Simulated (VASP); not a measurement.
## WSe2: single point with LDA

WSe2, a slab with vacuum:

```xyz
3
Lattice="3.2473 0.0000 0.0000 -1.6236 2.8122 0.0000 0.0000 0.0000 16.6292" Properties=species:S:1:pos:R:3 pbc="T T T"
Se    0.0000    1.8748   14.9643
Se    0.0000    1.8748    1.6649
W     0.0000    0.0000    0.0000
```

* Program: VASP 6.6.1
* Task: single point
* Functional: LDA
* Potentials or basis: VASP PAW LDA potentials, release 64 (Se, W_sv)
* Cutoff: 520 eV
* k mesh: 12 × 12 × 2
* Occupations: gaussian, width 0.02 eV
* Spin: no spin polarisation

```
Largest force          : 0.103 eV/Å
Band gap on the k mesh : 1.70 eV, indirect (least direct gap 1.75 eV)
```

Forces on the atoms (eV/Å):
```
Se   0.000  0.000 -0.103
Se   0.000  0.000  0.103
W    0.000  0.000  0.000
```

Levels at points of the mesh, in eV from the valence-band top:
```csv
k point,band 10,band 11,band 12,band 13,band 14,band 15,band 16,band 17
"(0.00, 0.00, 0.00)",-2.26,-1.16,-1.16,-0.44,3.15,3.15,3.36,3.36
"(0.50, 0.00, 0.00)",-3.02,-2.17,-0.99,-0.78,2.59,2.91,3.81,4.56
"(0.00, 0.00, 0.50)",-2.26,-1.16,-1.16,-0.44,3.15,3.15,3.36,3.36
"(0.50, 0.00, 0.50)",-3.02,-2.17,-0.99,-0.78,2.59,2.91,3.81,4.56
```

Wall time 120 s on 1 thread of AMD EPYC 9R45 (Zen 5) (shared host), peak memory 0.23 GiB.

Caveat: spin-orbit coupling is left out, which moves the levels of the heavy elements.
